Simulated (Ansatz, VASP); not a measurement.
**NaH in VASP and in Ansatz**

```xyz
2
Lattice="0.0000 2.3975 2.3975 2.3975 0.0000 2.3975 2.3975 2.3975 0.0000" Properties=species:S:1:pos:R:3 pbc="T T T"
Na    0.0000    0.0000    0.0000
H     2.3975    2.3975    2.3975
```

Alike in both runs: task single point; functional PBE; k mesh 10 × 10 × 10; occupations fermi-dirac, width 0.02 eV; no spin polarisation.

|  | VASP | Ansatz |
| --- | --- | --- |
| version | VASP 6.6.1 | Ansatz 0.2.0 |
| potentials or method | VASP PAW PBE potentials, release 64 (Na_pv, H) | plane waves, PAW |
| plane-wave cutoff (eV) | 520 | 420 |
| valence electrons in the cell | 8 | 10 |

```tsv
	VASP	Ansatz	Ansatz less VASP
gap on the k mesh at the Fermi level (eV)	3.82	3.82	+0.002
pressure (GPa)	0.5	0.6	+0.03
```

The functional is the same, so the differences come from potentials, cutoffs and numerics. VASP's potentials hold 8 valence electrons a cell and Ansatz's 10, so a difference there can come from the potentials and not from the codes.
